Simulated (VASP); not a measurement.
Set up this calculation in VASP 6.6.1, as the native input.

```
Task                   : single point
Functional             : PBE
Potentials or basis    : VASP PAW PBE potentials, release 64 (Zr_sv, Mn_pv)
Cutoff                 : 520 eV
k mesh                 : 4 × 4 × 4
Occupations            : fermi-dirac, width 0.1 eV
Spin                   : collinear spin, ferromagnetic start
Starting moments       : [0.0, 0.0, 0.0, 5.2] μB
Dipole correction      : no
Further INCAR settings : ALGO = Normal; EDIFF = 1e-07; NBANDS = 36
```

The structure of Zr3Mn lies in POSCAR:

```
Zr3Mn
1.0
    4.3763825848      0.0000000000      0.0000000000
    0.0000000000      4.3763825848      0.0000000000
    0.0000000000      0.0000000000      4.3763825848
Zr Mn
3 1
Direct
    0.0000000000      0.5000000000      0.5000000000
    0.5000000000      0.0000000000      0.5000000000
    0.5000000000      0.5000000000      0.0000000000
    0.0000000000      0.0000000000      0.0000000000
```

One way to write it, as run:

INCAR

```
SYSTEM = Zr3Mn
PREC = Accurate ; ENCUT = 520
EDIFF = 1E-7 ; ISMEAR = -1
SIGMA = 0.1 ; LREAL = .False.
LASPH = .True. ; NELM = 150
ALGO = Normal ; ISIF = 2
LWAVE = .False. ; LCHARG = .False.
ISPIN = 2 ; MAGMOM = 0 0 0 5.2
LORBIT = 11 ; LMAXMIX = 4
GGA = PE ; NBANDS = 36
```

KPOINTS

```
regular mesh
0
Gamma
  4 4 4
  0 0 0
```

Potentials or basis: VASP PAW PBE potentials, release 64 (Zr_sv, Mn_pv).

Command:

```console
$ cat potpaw_PBE.64/Zr_sv/POTCAR potpaw_PBE.64/Mn_pv/POTCAR > POTCAR
$ mpirun -np 1 vasp_std > vasp.out
```

It gave:

```
Pressure                                              : 0.0 GPa
Net moment                                            : 3.12 μB per cell
Site moments                                          : Zr -0.11; Mn +3.39 μB
Valence electrons inside the program's atomic spheres : Zr 9.86; Mn 11.47
```

Run time: 95 s on 1 thread of Oxide Virtual Turin-like Processor, with other jobs on the host, peak memory 0.22 GiB.
